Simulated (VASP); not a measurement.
Input of a VASP 6.6.1 run:

POSCAR

```
AlGaBi2
1.0
    4.4687983017      0.0000000000      0.0000000000
    0.0000000000      4.4687983017      0.0000000000
    0.0000000000      0.0000000000      6.2731521007
Al Bi Ga
1 2 1
Direct
    0.0000000000      0.0000000000      0.0000000000
    0.0000000000      0.5000000000      0.2503749480
    0.5000000000      0.0000000000      0.7496250520
    0.5000000000      0.5000000000      0.5000000000
```

The input INCAR.step1:

```
  PREC = Accurate
  ENCUT = 520
  ISMEAR = -1
  SIGMA = 0.02
  LREAL = False
  LASPH = True
  NELM = 100
  NBANDS = 31
  GGA = PE
  ALGO = Normal
  EDIFF = 1E-4
  LWAVE = True
  LCHARG = False
```

The input INCAR.step2:

```
  PREC = Accurate
  ENCUT = 520
  EDIFF = 1E-6
  ISMEAR = -1
  SIGMA = 0.02
  LREAL = False
  LASPH = True
  NELM = 100
  ALGO = Normal
  ISIF = 2
  LWAVE = False
  LCHARG = True
  METAGGA = R2SCAN
  LMIXTAU = True
  LELF = True
  LVHAR = True
  NBANDS = 31
  ISTART = 1
```

KPOINTS

```
regular mesh
0
Gamma
  6 6 4
```

Potentials or basis: VASP PAW PBE potentials, release 64 (Al, Bi_d, Ga_d).

The run is started by

```sh
$ cat potpaw_PBE.64/Al/POTCAR potpaw_PBE.64/Bi_d/POTCAR potpaw_PBE.64/Ga_d/POTCAR > POTCAR
$ cp INCAR.step1 INCAR
$ mpirun -np 1 vasp_std > vasp.out
$ cp INCAR.step2 INCAR
$ mpirun -np 1 vasp_std > vasp.out
```

Problem. Predict the pressure.

Solution. 1.3 GPa.

Problem. Estimate the band gap on the k mesh.

Solution. Zero (band 23 reaches 4.67 eV, above the bottom of band 24 at 4.65 eV).

Problem. Predict the largest force.

Solution. 0.010 eV/Å.

Forces in eV/Å, atoms in the order of the input:
```
Al   0.000  0.000  0.000
Bi   0.000  0.000 -0.010
Bi   0.000  0.000  0.010
Ga   0.000  0.000  0.000
```

Caveat: the PAW data sets were made with another functional, which shifts forces and pressure a little; spin-orbit coupling is left out, which moves the levels of the heavy elements.
